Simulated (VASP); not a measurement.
## TaN: electric field gradients with PBEsol

The system is TaN.

```
Ta N
1.0
     3.02754    0.00000    0.00000
    -1.51377    2.62193    0.00000
     0.00000    0.00000    4.88499
Ta N
2 2
Direct
  0.00000 0.00000 0.00000
  0.00000 0.00000 0.50000
  0.33333 0.66667 0.25000
  0.66667 0.33333 0.75000
```

- Program: VASP 6.6.1
- Task: electric field gradients
- Functional: PBEsol
- Potentials or basis: VASP PAW PBE potentials, release 64 (Ta_pv, N)
- Cutoff: 520 eV
- k mesh: 9 × 9 × 5
- Occupations: fermi-dirac, width 0.01 eV
- Spin: no spin polarisation
- Dipole correction: no
- Further INCAR settings: ALGO = Normal; EDIFF = 1e-08; NBANDS = 24

```yaml
Pressure: 61.2 GPa
Band_gap_on_the_k_mesh: zero (bands 16 and 17 overlap by 2.64 eV)
Largest_electric_field_gradient_by_atom: Ta -178.2; N +5.2 V/Å²
```

Stress tensor (GPa, compression positive):
```
 31.22   0.00   0.00
  0.00  31.22   0.00
  0.00   0.00 121.19
```

Levels at points of the mesh, in eV from the Fermi level:
| k point | band 13 | band 14 | band 15 | band 16 | band 17 | band 18 | band 19 | band 20 |
| --- | --- | --- | --- | --- | --- | --- | --- | --- |
| (0.00, 0.00, 0.00) | -3.64 | -3.64 | -3.61 | -1.91 | -1.91 | -0.65 | -0.65 | 3.05 |

Electric field gradients, principal values (V/Å²):
```tsv
atom	least	middle	greatest (by size)
1 Ta	89.094	89.094	-178.188
2 Ta	89.094	89.094	-178.188
3 N	-2.603	-2.605	5.207
4 N	-2.603	-2.605	5.207
```

It took 13 s on 1 thread of Intel(R) Xeon(R) 6975P-C (Granite Rapids), on a shared host, peak memory 0.16 GiB.

Caveat: the cell stands under pressure; without QUAD_EFG the Cq values of the log hold for a quadrupole moment of 1 mb, not for the nuclei; the PAW data sets were made with another functional, which shifts forces and pressure a little; spin-orbit coupling is left out, which moves the levels of the heavy elements.
